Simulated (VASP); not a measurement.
# CdTe (F-43m) in VASP: notebook

Runs on CdTe. Level: LDA. Tasks: single point, relaxation of cell and atoms.

Everything below comes from runs of VASP 6.6.1. Logs are shortened: lines on timing, memory, paths and dates and some standing lists are left out, and cuts for length are marked.

### Step 1. The cell of the first run

The structure is cubic, space group F-43m (No. 216). Conventional cell: a = 6.326 Å, b = 6.326 Å, c = 6.326 Å, α = 90.00°, β = 90.00°, γ = 90.00°. Cd (site symmetry -43m) has 4 Te at 2.74 Å within 3.6 Å. Within 3.6 Å of Te (site symmetry -43m) lie 4 Cd at 2.74 Å.

### Step 2. Single point, LDA

Contents of INCAR:

```
SYSTEM = CdTe
  PREC = Accurate
  ENCUT = 520
  EDIFF = 1E-6
  ISMEAR = 0
  SIGMA = 0.01
  LREAL = .FALSE.
  LASPH = .TRUE.
  NELM = 60
  ALGO = Normal
  ISIF = 2
  LWAVE = .FALSE.
  LCHARG = .FALSE.
  NBANDS = 16
```

Contents of KPOINTS:

```
Automatic mesh
0
G
  6 6 6
  0 0 0
```

Contents of POSCAR:

```
CdTe
1.0
    0.0000000000      3.1631165877      3.1631165877
    3.1631165877      0.0000000000      3.1631165877
    3.1631165877      3.1631165877      0.0000000000
Cd Te
1 1
Direct
    0.0000000000      0.0000000000      0.0000000000
    0.7500000000      0.7500000000      0.7500000000
```

Potentials or basis: VASP PAW LDA potentials, release 64 (Cd, Te).

Run with:

```
$ cat potpaw_LDA.64/Cd/POTCAR potpaw_LDA.64/Te/POTCAR > POTCAR
$ mpirun -np 1 vasp_std > vasp.out
```

OUTCAR:

```text
SYSTEM = CdTe
   PREC = Accurate
   ENCUT = 520
   EDIFF = 1E-6
   ISMEAR = 0
   LREAL = .FALSE.
   LASPH = .TRUE.
   NELM = 60
   ISIF = 2

 ion  position               nearest neighbor table
   1  0.000  0.000  0.000-   2 2.74   2 2.74   2 2.74   2 2.74
   2  0.750  0.750  0.750-   1 2.74   1 2.74   1 2.74   1 2.74

  LATTYP: Found a face centered cubic cell.
 ALAT       =     6.3262331754

  Lattice vectors:

 A1 = (   0.0000000000,   3.1631165877,   3.1631165877)
 A2 = (   3.1631165877,   0.0000000000,   3.1631165877)
 A3 = (   3.1631165877,   3.1631165877,   0.0000000000)

Analysis of symmetry for initial positions (statically):
=====================================================================
 Subroutine PRICEL returns:
 Original cell was already a primitive cell.

 Routine SETGRP: Setting up the symmetry group for a
 face centered cubic supercell.

 Subroutine GETGRP returns: Found 24 space group operations
 (whereof 24 operations were pure point group operations)
 out of a pool of 48 trial point group operations.

The static configuration has the point symmetry T_d .

Analysis of symmetry for dynamics (positions and initial velocities):
=====================================================================
 Subroutine PRICEL returns:
 Original cell was already a primitive cell.

 Routine SETGRP: Setting up the symmetry group for a
 face centered cubic supercell.

 Subroutine GETGRP returns: Found 24 space group operations
 (whereof 24 operations were pure point group operations)
 out of a pool of 48 trial point group operations.

The dynamic configuration has the point symmetry T_d .

 Subroutine INISYM returns: Found 24 space group operations
 (whereof 24 operations are pure point group operations),
 and found     1 'primitive' translations

----------------------------------------------------------------------------------------

                                     Primitive cell

  volume of cell :      63.2959

  direct lattice vectors                    reciprocal lattice vectors
     0.000000000  3.163116588  3.163116588    -0.158071948  0.158071948  0.158071948
     3.163116588  0.000000000  3.163116588     0.158071948 -0.158071948  0.158071948
     3.163116588  3.163116588  0.000000000     0.158071948  0.158071948 -0.158071948

  length of vectors
     4.473322378  4.473322378  4.473322378     0.273788645  0.273788645  0.273788645

  position of ions in fractional coordinates (direct lattice)
     0.000000000  0.000000000  0.000000000
     0.750000000  0.750000000  0.750000000

  ion indices of the primitive-cell ions
   primitive index   ion index
                 1           1
                 2           2

----------------------------------------------------------------------------------------

 KPOINTS: Automatic mesh

Automatic generation of k-mesh.
 Grid dimensions read from file:
 generate k-points for:    6    6    6

 Generating k-lattice:

  Cartesian coordinates                     Fractional coordinates (reciprocal lattice)
    -0.026345325  0.026345325  0.026345325     0.166666667  0.000000000  0.000000000
     0.026345325 -0.026345325  0.026345325     0.000000000  0.166666667  0.000000000
     0.026345325  0.026345325 -0.026345325     0.000000000  0.000000000  0.166666667

  Length of vectors
     0.045631441  0.045631441  0.045631441

  Shift w.r.t. Gamma in fractional coordinates (k-lattice)
     0.000000000  0.000000000  0.000000000

 Subroutine IBZKPT returns following result:
 ===========================================

 Found     16 irreducible k-points:

 Following reciprocal coordinates:
            Coordinates               Weight
  0.000000  0.000000  0.000000      1.000000
  0.166667  0.000000  0.000000      8.000000
  0.333333  0.000000  0.000000      8.000000
  0.500000  0.000000  0.000000      4.000000
  0.166667  0.166667  0.000000      6.000000
  0.333333  0.166667  0.000000     24.000000
[... 8 lines left out ...]
 -0.333333  0.333333  0.166667     24.000000
 -0.333333  0.500000  0.166667     12.000000
   k-points           NKPTS =     16   k-points in BZ     NKDIM =     16   number of bands    NBANDS=     16
   number of dos      NEDOS =    301   number of ions     NIONS =      2
   total plane-waves  NPLWV =  46656
   dimension x,y,z NGX =    36 NGY =   36 NGZ =   36
   dimension x,y,z NGXF=    72 NGYF=   72 NGZF=   72
   ions per type =               1   1
   NGX,Y,Z   is equivalent  to a cutoff of  13.38, 13.38, 13.38 a.u.
   NGXF,Y,Z  is equivalent  to a cutoff of  26.76, 26.76, 26.76 a.u.
 SYSTEM =  CdTe
   PREC   = accura    normal or accurate (medium, high low for compatibility)
   ISTART =      0    job   : 0-new  1-cont  2-samecut
   ICHARG =      2    charge: 1-file 2-atom 10-const
   ISPIN  =      1    spin polarized calculation?
   LNONCOLLINEAR =      F non collinear calculations
   LSORBIT =      F    spin-orbit coupling
   LASPH  =      T    aspherical Exc in radial PAW
   ENCUT  =  520.0 eV  38.22 Ry    6.18 a.u.   8.32  8.32  8.32*2*pi/ulx,y,z
   NELM   =     60;   NELMIN=  2; NELMDL= -5     # of ELM steps
   EDIFF  = 0.1E-05   stopping-criterion for ELM
   LREAL  =      F    real-space projection
   EDIFFG = 0.1E-04   stopping-criterion for IOM
   NSW    =      0    number of steps for IOM
   IBRION =     -1    ionic relax: 0-MD 1-quasi-New 2-CG
   NFREE  =      0    steps in history (QN), initial steepest desc. (CG)
   ISIF   =      2    stress and relaxation
   ISYM   =      2    0-nonsym 1-usesym 2-fastsym
   POTIM  = 0.5000    time-step for ionic-motion
   TEBEG  =    0.0;   TEEND  =   0.0 temperature during run
   PSTRESS=    0.0 pullay stress
   NELECT =      18.0000    total number of electrons
   NUPDOWN=      -1.0000    fix difference up-down
   EMIN   =  10.00;   EMAX   =-10.00  energy-range for DOS
   EFERMI =   0.00;   METHOD = LEGACY
   ISMEAR =     0;   SIGMA  =   0.01  broadening in eV -4-tet -1-fermi 0-gaus
   EFERMI_NEDOS =   21; number of points for ismear=-14 and -15
   IALGO  =     38    algorithm
   IMIX   =      4    mixing-type and parameters
     AMIX     =   0.40;   BMIX     =  1.00
     AMIX_MAG =   1.60;   BMIX_MAG =  1.00
  volume/ion in A,a.u.               =      31.65       213.57
  Fermi-wavevector in a.u.,A,eV,Ry     =   1.076566  2.034414 15.769062  1.158993
  Thomas-Fermi vector in A             =   2.212453
   LORBIT       =      0    0 simple, 1 ext, 2 COOP (PROOUT), +10 PAW based schemes
   GGA     = CA    functional components
   LHFCALC =     F    Hartree Fock is set to
   AEXX    =    0.0000 exact exchange contribution
   IVDW    =     0    specifies the selected vdW correction
   LEPSILON=     F    determine dielectric tensor
   LRPA    =     F    only Hartree local field effects (RPA)
 non-spin polarized calculation
 Gauss-broadening in eV      SIGMA  =   0.01
  energy-cutoff  :      520.00
  volume of cell :       63.30
 maximum number of plane-waves:      1724
 NGX is ok and might be reduce to    36
   NGX = 17   NGY = 17   NGZ = 17

 number of electron      18.0000004 magnetization

 Free energy of the ion-electron system (eV)
  ---------------------------------------------------
  ext. energy  EPLUGINS =         0.00000000
  ---------------------------------------------------
  free energy    TOTEN  =        -6.02432050 eV

  energy without entropy =       -6.02432050  energy(sigma->0) =       -6.02432050

 E-fermi :   2.9142     XC(G=0):  -9.2610

 val. band max:        2.8604129093   @ k =   0.0000   0.0000   0.0000
 cond. band min:       3.6345920011   @ k =   0.0000   0.0000   0.0000
 fundamental gap:      0.7741790918
 Fermi energy:         2.9142361928

 k-point     1 :       0.0000    0.0000    0.0000
  band No.  band energies     occupation
      1      -8.8234      2.00000
      2      -5.7186      2.00000
      3      -5.7186      2.00000
      4      -5.7186      2.00000
      5      -5.3970      2.00000
      6      -5.3970      2.00000
[... 8 lines left out ...]
     15      12.3189      0.00000
     16      12.3189      0.00000

 k-point     2 :       0.1667    0.0000    0.0000
  band No.  band energies     occupation
      1      -8.7044      2.00000
      2      -5.6955      2.00000
      3      -5.6955      2.00000
      4      -5.6310      2.00000
      5      -5.3989      2.00000
      6      -5.3989      2.00000
[... 8 lines left out ...]
     15      11.2931      0.00000
     16      11.2931      0.00000

 k-point     3 :       0.3333    0.0000    0.0000
  band No.  band energies     occupation
      1      -8.4647      2.00000
      2      -5.6559      2.00000
      3      -5.6559      2.00000
      4      -5.3942      2.00000
      5      -5.3942      2.00000
      6      -5.3100      2.00000
[... 8 lines left out ...]
     15      11.7438      0.00000
     16      11.7438      0.00000

 k-point     4 :       0.5000    0.0000    0.0000
  band No.  band energies     occupation
      1      -8.3469      2.00000
      2      -5.6408      2.00000
      3      -5.6408      2.00000
      4      -5.3864      2.00000
      5      -5.3864      2.00000
      6      -4.9891      2.00000
[... 8 lines left out ...]
     15      13.2433      0.00000
     16      13.2433      0.00000
[... 172 lines left out ...]
 k-point    14 :       0.5000    0.3333    0.1667
  band No.  band energies     occupation
      1      -8.3132      2.00000
      2      -5.6007      2.00000
      3      -5.5931      2.00000
      4      -5.4544      2.00000
      5      -5.3827      2.00000
      6      -5.0481      2.00000
[... 8 lines left out ...]
     15      13.2482      0.00000
     16      14.4425      0.00000

 k-point    15 :      -0.3333    0.3333    0.1667
  band No.  band energies     occupation
      1      -8.2395      2.00000
      2      -5.5930      2.00000
      3      -5.5739      2.00000
      4      -5.4298      2.00000
      5      -5.3957      2.00000
      6      -4.8033      2.00000
[... 8 lines left out ...]
     15      13.4342      0.00000
     16      14.2401      0.00000

 k-point    16 :      -0.3333    0.5000    0.1667
  band No.  band energies     occupation
      1      -8.2036      2.00000
      2      -5.5625      2.00000
      3      -5.5532      2.00000
      4      -5.4590      2.00000
      5      -5.3832      2.00000
      6      -4.7428      2.00000
[... 8 lines left out ...]
     15      14.1168      0.00000
     16      14.3521      0.00000

------------------------ aborting loop because EDIFF is reached ----------------------------------------

  FORCE on cell =-STRESS in cart. coord.  units (eV):
  Direction    XX          YY          ZZ          XY          YZ          ZX
  --------------------------------------------------------------------------------------
  -------------------------------------------------------------------------------------
  Total        0.9127404      0.9127404      0.9127404      0.0000000      0.0000000     -0.0000000
  in kB       23.1037380     23.1037380     23.1037380      0.0000000      0.0000000     -0.0000000
  external PRESSURE =      23.1037380 kB  Pullay stress =       0.0000000 kB

 VOLUME and BASIS-vectors are now :
 -----------------------------------------------------------------------------
  energy-cutoff  :      520.00
  volume of cell :       63.30
      direct lattice vectors                 reciprocal lattice vectors
     0.000000000  3.163116588  3.163116588    -0.158071948  0.158071948  0.158071948
     3.163116588  0.000000000  3.163116588     0.158071948 -0.158071948  0.158071948
     3.163116588  3.163116588  0.000000000     0.158071948  0.158071948 -0.158071948

 POSITION                                       TOTAL-FORCE (eV/Angst)
 -----------------------------------------------------------------------------------
      0.00000      0.00000      0.00000         0.000000      0.000000      0.000000
      4.74467      4.74467      4.74467        -0.000000     -0.000000     -0.000000
 -----------------------------------------------------------------------------------
    total drift:                               -0.000000     -0.000000     -0.000000

  FREE ENERGIE OF THE ION-ELECTRON SYSTEM (eV)
  ---------------------------------------------------
  free  energy   TOTEN  =        -6.0243204981 eV

  energy  without entropy=       -6.0243204981  energy(sigma->0) =       -6.02432050
```

Run time: 19 s. Hardware: 1 thread of Intel Xeon 6975P-C, shared host; peak memory 0.17 GiB.

Results:

```yaml
Free_energy: -6.0243 eV
Pressure: 2.3 GPa
Band_gap_on_the_k_mesh: 0.77 eV, direct
```

Levels at points of the mesh, in eV from the valence-band top:
```tsv
k point	band 7	band 8	band 9	band 10	band 11	band 12
(0.00, 0.00, 0.00)	0.00	0.00	0.00	0.77	4.44	4.44
(0.50, 0.00, 0.00)	-4.94	-0.90	-0.90	1.72	5.06	5.06
(0.50, 0.50, 0.00)	-4.75	-2.15	-2.15	2.27	2.52	9.05
```

Caveat: spin-orbit coupling is left out, which moves the levels of the heavy elements.

### Step 3. Relaxation of cell and atoms, LDA, target pressure 1 GPa, at which the enthalpy is minimised

This run uses another cell than the first one, of 32.92 Å³/atom, 1.040 times its volume.

Contents of INCAR:

```
SYSTEM = CdTe
PREC = Accurate
ENCUT = 600
EDIFF = 1E-7
ISMEAR = 0
SIGMA = 0.01
LREAL = .FALSE.
LASPH = .TRUE.
NELM = 100
ALGO = Normal
ISIF = 3
LWAVE = .FALSE.
LCHARG = .FALSE.
IBRION = 2
NSW = 100
EDIFFG = -0.002
PSTRESS = 10.0
```

KPOINTS is that of step 2.

Contents of POSCAR:

```
CdTe
1.0
    0.0000000000      3.2050000000      3.2050000000
    3.2050000000      0.0000000000      3.2050000000
    3.2050000000      3.2050000000      0.0000000000
Cd Te
1 1
Direct
    0.0000000000      0.0000000000      0.0000000000
    0.7500000000      0.7500000000      0.7500000000
```

Potentials or basis: VASP PAW LDA potentials, release 64 (Cd, Te).

Run with:

```
$ cat potpaw_LDA.64/Cd/POTCAR potpaw_LDA.64/Te/POTCAR > POTCAR
$ mpirun -np 1 vasp_std > vasp.out
```

Wall time 39 s (1 thread of Intel Xeon 6975P-C, shared host); peak memory 0.19 GiB.

The run converged. Its results:

| Quantity | Value |
| --- | --- |
| Free energy | -6.0401 eV |
| Relaxed volume | 32.41 Å³/atom |
| Relaxed cell | a = 4.509 Å, b = 4.509 Å, c = 4.509 Å, α = 60.00°, β = 60.00°, γ = 60.00° |
| Space group after relaxing (to 0.05 Å) | F-43m (No. 216) |
| Energy change on relaxing (the enthalpy is what falls) | +1.9 meV/atom |
| Ionic steps | 3 |
| Pressure after relaxing | 1.0 GPa |
| Band gap on the k mesh | 0.70 eV, direct |

The path:
```
step  energy change (eV)  largest force (eV/Å)  pressure (GPa)  volume (Å³)
   1              0.0000                0.0000            0.22        65.84
   2              0.0075                0.0000            1.39        64.32
   3              0.0039                0.0000            1.00        64.81
```

Final structure:
```cif
data_structure
_symmetry_space_group_name_H-M 'P 1'
_symmetry_Int_Tables_number 1
_cell_length_a 4.5088
_cell_length_b 4.5088
_cell_length_c 4.5088
_cell_angle_alpha 60.000
_cell_angle_beta 60.000
_cell_angle_gamma 60.000
_cell_volume 64.81
loop_
_atom_site_label
_atom_site_type_symbol
_atom_site_fract_x
_atom_site_fract_y
_atom_site_fract_z
_atom_site_occupancy
Cd1 Cd 0.00000 0.00000 0.00000 1
Te1 Te 0.75000 0.75000 0.75000 1
```

Levels at points of the mesh, in eV from the valence-band top:
```tsv
k point	band 6	band 7	band 8	band 9	band 10	band 11	band 12	band 13
(0.00, 0.00, 0.00)	-8.18	0.00	0.00	0.00	0.70	4.46	4.46	4.46
(0.50, 0.00, 0.00)	-7.79	-4.79	-0.86	-0.86	1.70	5.07	5.07	6.88
(0.50, 0.50, 0.00)	-7.64	-4.62	-2.07	-2.07	2.33	2.53	8.91	9.23
```

Caveat: the cell is relaxed towards a set pressure, so the enthalpy falls and the energy may rise; spin-orbit coupling is left out, which moves the levels of the heavy elements.
